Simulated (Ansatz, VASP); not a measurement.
## Two plane-wave programs on BAs

File POSCAR:

```
BAs
1.0
    0.0000000000      2.3885000000      2.3885000000
    2.3885000000      0.0000000000      2.3885000000
    2.3885000000      2.3885000000      0.0000000000
B As
1 1
Direct
    0.0000000000      0.0000000000      0.0000000000
    0.2500000000      0.2500000000      0.2500000000
```

Contents of INCAR.step1:

```
SYSTEM = BAs
ALGO = Normal ; EDIFF = 1E-4
ENCUT = 520 ; GGA = PE
ISMEAR = 1 ; LASPH = .TRUE.
LCHARG = .FALSE. ; LREAL = .FALSE.
LWAVE = .TRUE. ; NBANDS = 11
NELM = 100 ; PREC = Accurate
SIGMA = 0.02
```

INCAR.step2

```
SYSTEM = BAs
ALGO = Normal ; EDIFF = 1E-6
ENCUT = 520 ; ISIF = 2
ISMEAR = 1 ; ISTART = 1
LASPH = .TRUE. ; LCHARG = .FALSE.
LMIXTAU = .TRUE. ; LREAL = .FALSE.
LWAVE = .FALSE. ; METAGGA = R2SCAN
NBANDS = 11 ; NELM = 100
PREC = Accurate ; SIGMA = 0.02
```

KPOINTS

```
k-points
0
G
  8 8 8
  0 0 0
```

Input for Ansatz:

```yaml
crystal:
  lattice:
    - [0.0, 2.3885, 2.3885]
    - [2.3885, 0.0, 2.3885]
    - [2.3885, 2.3885, 0.0]
  atoms:
    - { symbol: B, position: [0.0, 0.0, 0.0] }
    - { symbol: As, position: [0.25, 0.25, 0.25] }
basis:
  ecutwfc: 600.0
kpoints:
  mp_grid:
    grid: [8, 8, 8]
hamiltonian:
  xc: r2scan
scf:
  n_extra_bands: 10
  convergence:
    dr2_threshold: 1.0e-10
  occupations:
    method: cold
    width: 0.02
output:
  dos:
    de: 0.1
    projected: true
```

Alike in both runs: task single point; functional r2SCAN; k mesh 8 × 8 × 8; no spin polarisation.

```csv
,VASP,Ansatz
version,VASP 6.6.1,Ansatz 0.2.0
potentials or method,"VASP PAW PBE potentials, release 64 (B, As), cutoff 520 eV","plane waves, PAW"
occupations,"methfessel-paxton of order 1, width 0.02 eV","cold, width 0.02 eV"
valence electrons in the cell,8,18
```

```tsv
	VASP	Ansatz	Ansatz less VASP
gap on the k mesh at the Fermi level (eV)	1.38	1.38	0.000
```

VASP's potentials were made for PBE, not for r2SCAN. VASP's potentials hold 8 valence electrons a cell and Ansatz's 18, so a difference there can come from the potentials and not from the codes.
